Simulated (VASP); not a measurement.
# Sr2Pt2S (Immm) in VASP: single point with r2SCAN

Aim: the single point of Sr2Pt2S with r2SCAN.

All numbers are computed with VASP 6.6.1; they aren't measurements. Logs are shortened: lines on timing, memory, paths and dates and some standing lists are left out, and cuts for length are marked.

## 1. The cell of the first run

Symmetry: Immm, No. 71, orthorhombic system. Conventional cell: a = 4.463 Å, b = 5.810 Å, c = 8.993 Å, α = 90.00°, β = 90.00°, γ = 90.00°. Pt (site symmetry m2m) has 2 Pt at 2.68 to 3.13 Å and 2 S at 2.73 Å and 6 Sr at 3.12 to 3.16 Å within 3.5 Å. S (site symmetry mmm) has 4 Pt at 2.73 Å and 8 Sr at 3.42 to 3.50 Å within 3.6 Å. Within 4.1 Å of Sr (site symmetry mm2) lie 6 Pt at 3.12 to 3.16 Å and 4 S at 3.42 to 3.50 Å and 5 Sr at 3.60 to 3.77 Å.

## 2. Single point, r2SCAN

Input file POSCAR:

```
Sr2Pt2S
1.0
   -2.2316690000      2.9048990000      4.4967180000
    4.4633380000      0.0000000000      0.0000000000
    2.2316690000      2.9048990000     -4.4967180000
Pt S Sr
2 1 2
Direct
    0.7303400000      0.5000000000      0.7303400000
    0.2696600000      0.5000000000      0.2696600000
    0.0000000000      0.0000000000      0.0000000000
    0.6999500000      0.1999500000      0.3000500000
    0.3000500000      0.8000500000      0.6999500000
```

Input file INCAR.step1:

```
ALGO = Normal ; EDIFF = 1E-5
ENCUT = 550 ; GGA = PE
GGA_COMPAT = False ; ISMEAR = -1
LASPH = True ; LCHARG = False
LREAL = False ; LWAVE = True
NBANDS = 31 ; NELM = 120
PREC = Accurate ; SIGMA = 0.1
```

Input file INCAR.step2:

```
ALGO = Normal ; EDIFF = 1E-6
ENCUT = 550 ; GGA_COMPAT = False
ISIF = 2 ; ISMEAR = -1
ISTART = 1 ; LASPH = True
LCHARG = False ; LMIXTAU = True
LREAL = False ; LWAVE = False
METAGGA = R2SCAN ; NBANDS = 31
NELM = 120 ; PREC = Accurate
SIGMA = 0.1
```

Input file KPOINTS:

```
k-points
0
Gamma
  8 8 8
```

Potentials or basis: VASP PAW PBE potentials, release 64 (Pt, S, Sr_sv).

Run with:

```
$ cat potpaw_PBE.64/Pt/POTCAR potpaw_PBE.64/S/POTCAR potpaw_PBE.64/Sr_sv/POTCAR > POTCAR
$ cp INCAR.step1 INCAR
$ mpirun -np 1 vasp_std > vasp.out
$ cp INCAR.step2 INCAR
$ mpirun -np 1 vasp_std > vasp.out
```

OUTCAR:

```text
EDIFF = 1E-6
   ENCUT = 550
   ISIF = 2
   ISMEAR = -1
   ISTART = 1
   LASPH = True
   LREAL = False
   METAGGA = R2SCAN
   NELM = 120
   PREC = Accurate

 ion  position               nearest neighbor table
   1  0.730  0.500  0.730-   2 2.68   3 2.73   3 2.73   4 3.12   5 3.12   2 3.13   4 3.16   5 3.16
                             4 3.16   5 3.16
   2  0.270  0.500  0.270-   1 2.68   3 2.73   3 2.73   5 3.12   4 3.12   1 3.13   4 3.16   5 3.16
                             5 3.16   4 3.16
   3  0.000  0.000  0.000-   1 2.73   2 2.73   1 2.73   2 2.73   4 3.42   4 3.42   5 3.42   5 3.42
                             4 3.50   5 3.50   4 3.50   5 3.50
   4  0.700  0.200  0.300-   2 3.12   1 3.12   2 3.16   1 3.16   1 3.16   2 3.16   3 3.42   3 3.42
                             3 3.50   3 3.50   5 3.60   5 3.77   5 3.77   5 3.77   5 3.77
   5  0.300  0.800  0.700-   2 3.12   1 3.12   1 3.16   1 3.16   2 3.16   2 3.16   3 3.42   3 3.42
                             3 3.50   3 3.50   4 3.60   4 3.77   4 3.77   4 3.77   4 3.77

  LATTYP: Found a body centered orthorhombic cell.
 ALAT       =     4.4633380000
 B/A-ratio  =     1.3016710812
 C/A-ratio  =     2.0149574153

  Lattice vectors:

 A1 = (  -2.2316690000,   2.9048990000,   4.4967180000)
 A2 = (   2.2316690000,  -2.9048990000,   4.4967180000)
 A3 = (   2.2316690000,   2.9048990000,  -4.4967180000)

Analysis of symmetry for initial positions (statically):
=====================================================================
 Subroutine PRICEL returns:
 Original cell was already a primitive cell.

 Routine SETGRP: Setting up the symmetry group for a
 body centered orthorhombic supercell.

 Subroutine GETGRP returns: Found  8 space group operations
 (whereof  8 operations were pure point group operations)
 out of a pool of  8 trial point group operations.

The static configuration has the point symmetry D_2h.

Analysis of symmetry for dynamics (positions and initial velocities):
=====================================================================
 Subroutine PRICEL returns:
 Original cell was already a primitive cell.

 Routine SETGRP: Setting up the symmetry group for a
 body centered orthorhombic supercell.

 Subroutine GETGRP returns: Found  8 space group operations
 (whereof  8 operations were pure point group operations)
 out of a pool of  8 trial point group operations.

The dynamic configuration has the point symmetry D_2h.

 Subroutine INISYM returns: Found  8 space group operations
 (whereof  8 operations are pure point group operations),
 and found     1 'primitive' translations

----------------------------------------------------------------------------------------

                                     Primitive cell

  volume of cell :     116.6048

  direct lattice vectors                    reciprocal lattice vectors
    -2.231669000  2.904899000  4.496718000     0.000000000  0.172123024  0.111192207
     4.463338000  0.000000000  0.000000000     0.224047563  0.000000000  0.111192207
     2.231669000  2.904899000 -4.496718000     0.000000000  0.172123024 -0.111192207

  length of vectors
     5.799935991  4.463338000  5.799935991     0.204914720  0.250122005  0.204914720

  position of ions in fractional coordinates (direct lattice)
     0.730340000  0.500000000  0.730340000
     0.269660000  0.500000000  0.269660000
     0.000000000  0.000000000  0.000000000
     0.699950000  0.199950000  0.300050000
     0.300050000  0.800050000  0.699950000

  ion indices of the primitive-cell ions
   primitive index   ion index
                 1           1
                 2           2
                 3           3
                 4           4
                 5           5

----------------------------------------------------------------------------------------

 KPOINTS: k-points

Automatic generation of k-mesh.
 Grid dimensions read from file:
 generate k-points for:    8    8    8

 Generating k-lattice:

  Cartesian coordinates                     Fractional coordinates (reciprocal lattice)
     0.000000000  0.021515378  0.013899026     0.125000000  0.000000000 -0.000000000
     0.028005945  0.000000000  0.013899026     0.000000000  0.125000000 -0.000000000
     0.000000000  0.021515378 -0.013899026    -0.000000000  0.000000000  0.125000000

  Length of vectors
     0.025614340  0.031265251  0.025614340

  Shift w.r.t. Gamma in fractional coordinates (k-lattice)
     0.000000000  0.000000000  0.000000000

 Subroutine IBZKPT returns following result:
 ===========================================

 Found     95 irreducible k-points:

 Following reciprocal coordinates:
            Coordinates               Weight
  0.000000  0.000000  0.000000      1.000000
  0.125000  0.000000  0.000000      4.000000
  0.250000  0.000000  0.000000      4.000000
  0.375000  0.000000  0.000000      4.000000
  0.500000  0.000000  0.000000      2.000000
 -0.000000  0.125000  0.000000      4.000000
[... 16 lines left out ...]
  0.125000  0.375000  0.000000      8.000000
  0.250000  0.375000  0.000000      8.000000
 [... further k-points ...]
   k-points           NKPTS =     95   k-points in BZ     NKDIM =     95   number of bands    NBANDS=     31
   number of dos      NEDOS =    301   number of ions     NIONS =      5
   total plane-waves  NPLWV =  82944
   dimension x,y,z NGX =    48 NGY =   36 NGZ =   48
   dimension x,y,z NGXF=    96 NGYF=   72 NGZF=   96
   ions per type =               2   1   2
   NGX,Y,Z   is equivalent  to a cutoff of  13.76, 13.41, 13.76 a.u.
   NGXF,Y,Z  is equivalent  to a cutoff of  27.52, 26.82, 27.52 a.u.
 SYSTEM =  unknown system
   PREC   = accura    normal or accurate (medium, high low for compatibility)
   ISTART =      1    job   : 0-new  1-cont  2-samecut
   ICHARG =      0    charge: 1-file 2-atom 10-const
   ISPIN  =      1    spin polarized calculation?
   LNONCOLLINEAR =      F non collinear calculations
   LSORBIT =      F    spin-orbit coupling
   LASPH  =      T    aspherical Exc in radial PAW
   ENCUT  =  550.0 eV  40.42 Ry    6.36 a.u.  11.09  8.53 11.09*2*pi/ulx,y,z
   NELM   =    120;   NELMIN=  2; NELMDL=  0     # of ELM steps
   EDIFF  = 0.1E-05   stopping-criterion for ELM
   LREAL  =      F    real-space projection
   EDIFFG = 0.1E-04   stopping-criterion for IOM
   NSW    =      0    number of steps for IOM
   IBRION =     -1    ionic relax: 0-MD 1-quasi-New 2-CG
   NFREE  =      0    steps in history (QN), initial steepest desc. (CG)
   ISIF   =      2    stress and relaxation
   ISYM   =      2    0-nonsym 1-usesym 2-fastsym
   POTIM  = 0.5000    time-step for ionic-motion
   TEBEG  =    0.0;   TEEND  =   0.0 temperature during run
   PSTRESS=    0.0 pullay stress
   NELECT =      46.0000    total number of electrons
   NUPDOWN=      -1.0000    fix difference up-down
   EMIN   =  10.00;   EMAX   =-10.00  energy-range for DOS
   EFERMI =   0.00;   METHOD = LEGACY
   ISMEAR =    -1;   SIGMA  =   0.10  broadening in eV -4-tet -1-fermi 0-gaus
   EFERMI_NEDOS =   21; number of points for ismear=-14 and -15
   IALGO  =     38    algorithm
   IMIX   =      4    mixing-type and parameters
     AMIX     =   0.40;   BMIX     =  1.00
     AMIX_MAG =   1.60;   BMIX_MAG =  1.00
  volume/ion in A,a.u.               =      23.32       157.38
  Fermi-wavevector in a.u.,A,eV,Ry     =   1.200665  2.268928 19.614120  1.441597
  Thomas-Fermi vector in A             =   2.336495
   LORBIT       =      0    0 simple, 1 ext, 2 COOP (PROOUT), +10 PAW based schemes
   METAGGA = R2SCAN    functional components
   LHFCALC =     F    Hartree Fock is set to
   AEXX    =    0.0000 exact exchange contribution
   IVDW    =     0    specifies the selected vdW correction
   LEPSILON=     F    determine dielectric tensor
   LRPA    =     F    only Hartree local field effects (RPA)
 non-spin polarized calculation
  energy-cutoff  :      550.00
  volume of cell :      116.60
 maximum number of plane-waves:      3458
 NGX is ok and might be reduce to    48
   NGX = 23   NGY = 17   NGZ = 23

 number of electron      45.9999998 magnetization

 Free energy of the ion-electron system (eV)
  ---------------------------------------------------
  ext. energy  EPLUGINS =         0.00000000
  ---------------------------------------------------
  free energy    TOTEN  =      -145.96046483 eV

  energy without entropy =     -145.89602778  energy(sigma->0) =     -145.92824630

 E-fermi :   5.8260     XC(G=0): -10.8786

 val. band max:        5.8183677694   @ k =   0.3750   0.0000   0.0000
 cond. band min:       5.8315546588   @ k =   0.5000   0.1250   0.0000
 fundamental gap:      0.0131868893
 Fermi energy:         5.8260275752

 k-point     1 :       0.0000    0.0000    0.0000
  band No.  band energies     occupation
      1     -31.2914      2.00000
      2     -31.2204      2.00000
      3     -12.9830      2.00000
      4     -12.7746      2.00000
      5     -12.7704      2.00000
      6     -12.6403      2.00000
[... 23 lines left out ...]
     30      10.1957      0.00000
     31      10.5389      0.00000

 k-point     2 :       0.1250    0.0000    0.0000
  band No.  band energies     occupation
      1     -31.2889      2.00000
      2     -31.2228      2.00000
      3     -12.9743      2.00000
      4     -12.7862      2.00000
      5     -12.7639      2.00000
      6     -12.6520      2.00000
[... 23 lines left out ...]
     30      10.1358      0.00000
     31      10.4967      0.00000

 k-point     3 :       0.2500    0.0000    0.0000
  band No.  band energies     occupation
      1     -31.2818      2.00000
      2     -31.2295      2.00000
      3     -12.9507      2.00000
      4     -12.8132      2.00000
      5     -12.7457      2.00000
      6     -12.6872      2.00000
[... 23 lines left out ...]
     30      10.2934      0.00000
     31      10.4906      0.00000

 k-point     4 :       0.3750    0.0000    0.0000
  band No.  band energies     occupation
      1     -31.2720      2.00000
      2     -31.2388      2.00000
      3     -12.9184      2.00000
      4     -12.8450      2.00000
      5     -12.7262      2.00000
      6     -12.7193      2.00000
[... 23 lines left out ...]
     30       9.9463      0.00000
     31      10.3488      0.00000

 k-point     5 :       0.5000    0.0000    0.0000
  band No.  band energies     occupation
      1     -31.2656      2.00000
      2     -31.2450      2.00000
      3     -12.8908      2.00000
      4     -12.8716      2.00000
      5     -12.7428      2.00000
      6     -12.6980      2.00000
[... 23 lines left out ...]
     30       9.5653      0.00000
     31      10.1221      0.00000
[... 542 lines left out ...]
     30      10.6576      0.00000
     31      10.9259      0.00000

 k-point    22 :      -0.0000    0.3750    0.0000
  band No.  band energies     occupation
      1     -31.2692      2.00000
      2     -31.2366      2.00000
      3     -12.8823      2.00000
      4     -12.8128      2.00000
      5     -12.8013      2.00000
      6     -12.7438      2.00000
[... 23 lines left out ...]
     30      10.5838      0.00000
     31      10.9971      0.00000

 k-point    23 :       0.1250    0.3750    0.0000
  band No.  band energies     occupation
      1     -31.2661      2.00000
      2     -31.2396      2.00000
      3     -12.9205      2.00000
      4     -12.8206      2.00000
      5     -12.8138      2.00000
      6     -12.7378      2.00000
[... 23 lines left out ...]
     30      10.7025      0.00000
     31      10.7937      0.00000

 k-point    24 :       0.2500    0.3750    0.0000
  band No.  band energies     occupation
      1     -31.2623      2.00000
      2     -31.2431      2.00000
      3     -12.9688      2.00000
      4     -12.8704      2.00000
      5     -12.8154      2.00000
      6     -12.6925      2.00000
[... 23 lines left out ...]
     30      10.3547      0.00000
     31      10.4976      0.00000

 [... further k-points ...]
[... 5 lines left out ...]
  --------------------------------------------------------------------------------------
  -------------------------------------------------------------------------------------
  Total        1.2268103     -1.4064338     -2.8941466      0.0000000      0.0000000      0.0000000
  in kB       16.8566609    -19.3247298    -39.7662506      0.0000000      0.0000000      0.0000000
  external PRESSURE =     -14.0781065 kB  Pullay stress =       0.0000000 kB

 VOLUME and BASIS-vectors are now :
 -----------------------------------------------------------------------------
  energy-cutoff  :      550.00
  volume of cell :      116.60
      direct lattice vectors                 reciprocal lattice vectors
    -2.231669000  2.904899000  4.496718000     0.000000000  0.172123024  0.111192207
     4.463338000  0.000000000  0.000000000     0.224047563  0.000000000  0.111192207
     2.231669000  2.904899000 -4.496718000     0.000000000  0.172123024 -0.111192207

 POSITION                                       TOTAL-FORCE (eV/Angst)
 -----------------------------------------------------------------------------------
      2.23167      4.24313      0.00000         0.000000      0.022820      0.000000
      2.23167      1.56667      0.00000         0.000000     -0.022820      0.000000
      0.00000      0.00000      0.00000        -0.000000      0.000000      0.000000
     -0.00000      2.90490      1.79824        -0.000000      0.000000     -0.224868
      4.46334      2.90490     -1.79824         0.000000      0.000000      0.224868
 -----------------------------------------------------------------------------------
    total drift:                                0.000000      0.000000     -0.000000

  FREE ENERGIE OF THE ION-ELECTRON SYSTEM (eV)
  ---------------------------------------------------
  free  energy   TOTEN  =      -145.9604648259 eV

  energy  without entropy=     -145.8960277785  energy(sigma->0) =     -145.92824630
```

It took 17 min on 1 thread of AMD EPYC 9R45 (Zen 5), shared host; peak memory 0.52 GiB.

Results:

```
Free energy            : -145.9605 eV
Pressure               : -1.4 GPa
Largest force          : 0.225 eV/Å
Band gap on the k mesh : zero (bands 23 and 24 overlap by 0.06 eV)
```

Forces on the atoms (eV/Å):
```
Pt   0.000  0.023  0.000
Pt   0.000 -0.023  0.000
S    0.000  0.000  0.000
Sr   0.000  0.000 -0.225
Sr   0.000  0.000  0.225
```

Stress tensor (GPa, compression positive):
```
 1.69  0.00  0.00
 0.00 -1.93  0.00
 0.00  0.00 -3.98
```

Caveat: the PAW data sets were made with another functional, which shifts forces and pressure a little; spin-orbit coupling is left out, which moves the levels of the heavy elements.
